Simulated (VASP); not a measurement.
# SnSe (I4/mmm) in VASP: a series of runs, part 3 of 3

VASP 6.6.1.

## Step 4: Single point, PBEsol (strain -0.0500 x Voigt [1, 0, 0, 0, 0, 0])

INCAR

```
PREC = Accurate
ENCUT = 520
EDIFF = 1E-7
ISMEAR = 0
SIGMA = 0.05
LREAL = F
LASPH = T
NELM = 60
ALGO = Normal
ISIF = 2
LWAVE = F
LCHARG = T
GGA = PS
LELF = T
LVHAR = T
NBANDS = 17
```

KPOINTS

```
Automatic mesh
0
Gamma
  8 8 8
```

POSCAR

```
SnSe
1.0
    0.0000000000      2.9727546651      2.9727546651
    2.8241169318      0.0000000000      2.9727546651
    2.8241169318      2.9727546651      0.0000000000
Sn Se
1 1
Direct
    0.0000000000      0.0000000000      0.0000000000
    0.5000000000      0.5000000000      0.5000000000
```

Potentials or basis: VASP PAW PBE potentials, release 64 (Sn_d, Se).

Command:

```console
$ cat potpaw_PBE.64/Sn_d/POTCAR potpaw_PBE.64/Se/POTCAR > POTCAR
$ mpirun -np 1 vasp_std > vasp.out
```

OUTCAR:

```text
PREC = Accurate
   ENCUT = 520
   EDIFF = 1E-7
   ISMEAR = 0
   LREAL = F
   LASPH = T
   NELM = 60
   ISIF = 2
   GGA = PS

 ion  position               nearest neighbor table
   1  0.000  0.000  0.000-   2 2.82   2 2.82   2 2.97   2 2.97   2 2.97   2 2.97
   2  0.500  0.500  0.500-   1 2.82   1 2.82   1 2.97   1 2.97   1 2.97   1 2.97

  LATTYP: Found a body centered tetragonal cell.
 ALAT       =     4.2041099650
 C/A-ratio  =     1.3435028842

  Lattice vectors:

 A1 = (  -2.8241169318,   0.0000000000,  -2.9727546651)
 A2 = (  -2.8241169318,   0.0000000000,   2.9727546651)
 A3 = (   2.8241169318,   2.9727546651,   0.0000000000)

Analysis of symmetry for initial positions (statically):
=====================================================================
 Subroutine PRICEL returns:
 Original cell was already a primitive cell.

 Routine SETGRP: Setting up the symmetry group for a
 body centered tetragonal supercell.

 Subroutine GETGRP returns: Found 16 space group operations
 (whereof 16 operations were pure point group operations)
 out of a pool of 16 trial point group operations.

The static configuration has the point symmetry D_4h.

Analysis of symmetry for dynamics (positions and initial velocities):
=====================================================================
 Subroutine PRICEL returns:
 Original cell was already a primitive cell.

 Routine SETGRP: Setting up the symmetry group for a
 body centered tetragonal supercell.

 Subroutine GETGRP returns: Found 16 space group operations
 (whereof 16 operations were pure point group operations)
 out of a pool of 16 trial point group operations.

The dynamic configuration has the point symmetry D_4h.

 Subroutine INISYM returns: Found 16 space group operations
 (whereof 16 operations are pure point group operations),
 and found     1 'primitive' translations

----------------------------------------------------------------------------------------

                                     Primitive cell

  volume of cell :      49.9150

  direct lattice vectors                    reciprocal lattice vectors
     0.000000000  2.972754665  2.972754665    -0.177046493  0.168194169  0.168194169
     2.824116932  0.000000000  2.972754665     0.177046493 -0.168194169  0.168194169
     2.824116932  2.972754665  0.000000000     0.177046493  0.168194169 -0.168194169

  length of vectors
     4.204109965  4.100354466  4.100354466     0.296519844  0.296519844  0.296519844

  position of ions in fractional coordinates (direct lattice)
     0.000000000  0.000000000  0.000000000
     0.500000000  0.500000000  0.500000000

  ion indices of the primitive-cell ions
   primitive index   ion index
                 1           1
                 2           2

----------------------------------------------------------------------------------------

 KPOINTS: Automatic mesh

Automatic generation of k-mesh.
 Grid dimensions read from file:
 generate k-points for:    8    8    8

 Generating k-lattice:

  Cartesian coordinates                     Fractional coordinates (reciprocal lattice)
    -0.022130812  0.021024271  0.021024271     0.125000000  0.000000000  0.000000000
     0.022130812 -0.021024271  0.021024271     0.000000000  0.125000000 -0.000000000
     0.022130812  0.021024271 -0.021024271     0.000000000 -0.000000000  0.125000000

  Length of vectors
     0.037064980  0.037064980  0.037064980

  Shift w.r.t. Gamma in fractional coordinates (k-lattice)
     0.000000000  0.000000000  0.000000000

 Subroutine IBZKPT returns following result:
 ===========================================

 Found     59 irreducible k-points:

 Following reciprocal coordinates:
            Coordinates               Weight
  0.000000  0.000000  0.000000      1.000000
  0.125000  0.000000  0.000000      8.000000
  0.250000  0.000000  0.000000      8.000000
  0.375000 -0.000000 -0.000000      8.000000
  0.500000  0.000000  0.000000      4.000000
  0.125000  0.125000  0.000000      4.000000
[... 16 lines left out ...]
  0.250000  0.125000  0.125000      4.000000
  0.375000  0.125000  0.125000      8.000000
 [... further k-points ...]
   k-points           NKPTS =     59   k-points in BZ     NKDIM =     59   number of bands    NBANDS=     17
   number of dos      NEDOS =    301   number of ions     NIONS =      2
   total plane-waves  NPLWV =  28800
   dimension x,y,z NGX =    32 NGY =   30 NGZ =   30
   dimension x,y,z NGXF=    64 NGYF=   60 NGZF=   60
   ions per type =               1   1
   NGX,Y,Z   is equivalent  to a cutoff of  12.65, 12.16, 12.16 a.u.
   NGXF,Y,Z  is equivalent  to a cutoff of  25.31, 24.33, 24.33 a.u.
 SYSTEM =  unknown system
   PREC   = accura    normal or accurate (medium, high low for compatibility)
   ISTART =      0    job   : 0-new  1-cont  2-samecut
   ICHARG =      2    charge: 1-file 2-atom 10-const
   ISPIN  =      1    spin polarized calculation?
   LNONCOLLINEAR =      F non collinear calculations
   LSORBIT =      F    spin-orbit coupling
   LASPH  =      T    aspherical Exc in radial PAW
   ENCUT  =  520.0 eV  38.22 Ry    6.18 a.u.   7.82  7.62  7.62*2*pi/ulx,y,z
   NELM   =     60;   NELMIN=  2; NELMDL= -5     # of ELM steps
   EDIFF  = 0.1E-06   stopping-criterion for ELM
   LREAL  =      F    real-space projection
   EDIFFG = 0.1E-05   stopping-criterion for IOM
   NSW    =      0    number of steps for IOM
   IBRION =     -1    ionic relax: 0-MD 1-quasi-New 2-CG
   NFREE  =      0    steps in history (QN), initial steepest desc. (CG)
   ISIF   =      2    stress and relaxation
   ISYM   =      2    0-nonsym 1-usesym 2-fastsym
   POTIM  = 0.5000    time-step for ionic-motion
   TEBEG  =    0.0;   TEEND  =   0.0 temperature during run
   PSTRESS=    0.0 pullay stress
   NELECT =      20.0000    total number of electrons
   NUPDOWN=      -1.0000    fix difference up-down
   EMIN   =  10.00;   EMAX   =-10.00  energy-range for DOS
   EFERMI =   0.00;   METHOD = LEGACY
   ISMEAR =     0;   SIGMA  =   0.05  broadening in eV -4-tet -1-fermi 0-gaus
   EFERMI_NEDOS =   21; number of points for ismear=-14 and -15
   IALGO  =     38    algorithm
   IMIX   =      4    mixing-type and parameters
     AMIX     =   0.40;   BMIX     =  1.00
     AMIX_MAG =   1.60;   BMIX_MAG =  1.00
  volume/ion in A,a.u.               =      24.96       168.42
  Fermi-wavevector in a.u.,A,eV,Ry     =   1.206909  2.280727 19.818648  1.456630
  Thomas-Fermi vector in A             =   2.342562
   LORBIT       =      0    0 simple, 1 ext, 2 COOP (PROOUT), +10 PAW based schemes
   GGA     = PS    functional components
   LHFCALC =     F    Hartree Fock is set to
   AEXX    =    0.0000 exact exchange contribution
   IVDW    =     0    specifies the selected vdW correction
   LEPSILON=     F    determine dielectric tensor
   LRPA    =     F    only Hartree local field effects (RPA)
 non-spin polarized calculation
 Gauss-broadening in eV      SIGMA  =   0.05
  energy-cutoff  :      520.00
  volume of cell :       49.91
 maximum number of plane-waves:      1356
   NGX = 15   NGY = 15   NGZ = 15

 number of electron      19.9999999 magnetization

 Free energy of the ion-electron system (eV)
  ---------------------------------------------------
  ext. energy  EPLUGINS =         0.00000000
  ---------------------------------------------------
  free energy    TOTEN  =        -8.91088776 eV

  energy without entropy =       -8.91088776  energy(sigma->0) =       -8.91088776

 E-fermi :   6.7145     XC(G=0): -10.1783

 val. band max:        6.4812146321   @ k =  -0.2500   0.1250   0.0000
 cond. band min:       7.1113609334   @ k =  -0.3750   0.1250   0.0000
 fundamental gap:      0.6301463012
 Fermi energy:         6.7145132537

 k-point     1 :       0.0000    0.0000    0.0000
  band No.  band energies     occupation
      1     -15.0291      2.00000
      2     -15.0232      2.00000
      3     -15.0159      2.00000
      4     -15.0138      2.00000
      5     -15.0138      2.00000
      6      -8.0652      2.00000
[... 9 lines left out ...]
     16      12.4359      0.00000
     17      14.3104      0.00000

 k-point     2 :       0.1250    0.0000    0.0000
  band No.  band energies     occupation
      1     -15.0298      2.00000
      2     -15.0225      2.00000
      3     -15.0173      2.00000
      4     -15.0122      2.00000
      5     -15.0114      2.00000
      6      -7.9360      2.00000
[... 9 lines left out ...]
     16      12.6917      0.00000
     17      15.4085      0.00000
[... 421 lines left out ...]
 k-point    24 :       0.3750    0.1250    0.1250
  band No.  band energies     occupation
      1     -15.0339      2.00000
      2     -15.0282      2.00000
      3     -15.0140      2.00000
      4     -15.0073      2.00000
      5     -15.0032      2.00000
      6      -7.3581      2.00000
[... 9 lines left out ...]
     16      15.7025      0.00000
     17      17.9706      0.00000

 [... further k-points ...]
[... 5 lines left out ...]
  --------------------------------------------------------------------------------------
  -------------------------------------------------------------------------------------
  Total        3.0800849      0.1884386      0.1884386     -0.0000000      0.0000000     -0.0000000
  in kB       98.8649752      6.0485275      6.0485275     -0.0000000      0.0000000     -0.0000000
  external PRESSURE =      36.9873434 kB  Pullay stress =       0.0000000 kB

 VOLUME and BASIS-vectors are now :
 -----------------------------------------------------------------------------
  energy-cutoff  :      520.00
  volume of cell :       49.91
      direct lattice vectors                 reciprocal lattice vectors
     0.000000000  2.972754665  2.972754665    -0.177046493  0.168194169  0.168194169
     2.824116932  0.000000000  2.972754665     0.177046493 -0.168194169  0.168194169
     2.824116932  2.972754665  0.000000000     0.177046493  0.168194169 -0.168194169

 POSITION                                       TOTAL-FORCE (eV/Angst)
 -----------------------------------------------------------------------------------
      0.00000      0.00000      0.00000        -0.000000      0.000000      0.000000
      2.82412      2.97275      2.97275         0.000000     -0.000000      0.000000
 -----------------------------------------------------------------------------------
    total drift:                                0.000000     -0.000000     -0.000000

  FREE ENERGIE OF THE ION-ELECTRON SYSTEM (eV)
  ---------------------------------------------------
  free  energy   TOTEN  =        -8.9108877562 eV

  energy  without entropy=       -8.9108877562  energy(sigma->0) =       -8.91088776
```

Run time: 40 s. Hardware: 1 thread of Intel Xeon Platinum 8259CL at 2.50GHz (Skylake/Cascade Lake), shared host; peak memory 0.2 GiB.

Results:

```yaml
Free_energy: -8.9109 eV
Pressure: 3.7 GPa
Band_gap_on_the_k_mesh: 0.63 eV, indirect (least direct gap 0.72 eV)
```

Caveat: the cell differs from its parent crystal (strain -0.0500 x Voigt [1, 0, 0, 0, 0, 0]); the PAW data sets were made with another functional, which shifts forces and pressure a little; spin-orbit coupling is left out, which moves the levels of the heavy elements. A k mesh can miss the band edges.

## Step 5: Overview

```csv
cell,gap on the mesh (eV),pressure (GPa)
"a = 4.204, b = 3.999, c = 3.999 Å, angles 63.4, 58.3, 58.3°, 2 atoms",0.36,9.5
"a = 4.204, b = 4.050, c = 4.050 Å, angles 62.5, 58.7, 58.7°, 2 atoms",0.50,6.3
"a = 4.204, b = 4.100, c = 4.100 Å, angles 61.7, 59.2, 59.2°, 2 atoms",0.63,3.7
```

Alike in all rows: task single point; level PBEsol; potentials or basis VASP PAW PBE potentials, release 64 (Sn_d, Se); no spin polarisation; k mesh 8 × 8 × 8; cutoff (eV) 520; smearing gaussian 0.05 eV.

Caveats: the PAW data sets were made with another functional, which shifts forces and pressure a little; spin-orbit coupling is left out, which moves the levels of the heavy elements.

Total energies depend on the potentials used, so only differences within one code and one set of settings carry meaning.
